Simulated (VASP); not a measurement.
Write the native input for VASP 6.6.1 that does the following.

| Quantity | Value |
| --- | --- |
| Task | electric field gradients |
| Functional | LDA |
| Potentials or basis | VASP PAW LDA potentials, release 64 (Ti_sv) |
| Cutoff | 400 eV |
| k mesh | 14 × 14 × 14 |
| Occupations | fermi-dirac, width 0.05 eV |
| Spin | no spin polarisation |
| Dipole correction | no |
| Further INCAR settings | ALGO = Normal; EDIFF = 1e-08; NBANDS = 12 |

The structure of Ti lies in POSCAR:

```
Ti
1.0
    0.0203000000      2.0401500000      2.0401500000
    2.0401500000      0.0203000000      2.0401500000
    2.0401500000      2.0401500000      0.0203000000
Ti
1
Direct
    0.0000000000      0.0000000000      0.0000000000
```

This cell differs from its parent crystal: equal xy, yz and zx shear strains of +1 %.

These files were run (other wordings do the same):

INCAR

```
SYSTEM = Ti
ALGO = Normal
EDIFF = 1E-8
ENCUT = 400
GGA_COMPAT = .False.
ISIF = 2
ISMEAR = -1
LASPH = .True.
LCHARG = .False.
LEFG = .True.
LREAL = .False.
LWAVE = .False.
NBANDS = 12
NELM = 120
PREC = Accurate
SIGMA = 0.05
```

KPOINTS

```
k-points
0
Gamma
  14 14 14
  0 0 0
```

Potentials or basis: VASP PAW LDA potentials, release 64 (Ti_sv).

The run is started by

```sh
$ cat potpaw_LDA.64/Ti_sv/POTCAR > POTCAR
$ mpirun -np 1 vasp_std > vasp.out
```

It gave:

```json
{
  "Pressure": "-5.7 GPa",
  "Band gap on the k mesh": "zero (band 6 reaches 9.16 eV, above the bottom of band 7 at 7.94 eV)"
}
```

Caveat: the cell differs from its parent crystal (equal xy, yz and zx shear strains of +1 %); without QUAD_EFG the Cq values of the log hold for a quadrupole moment of 1 mb, not for the nuclei.

It took 46 s on 1 thread of AMD EPYC 7R43 64-Core Processor (Zen 3), with other jobs on the host, peak memory 0.11 GiB.
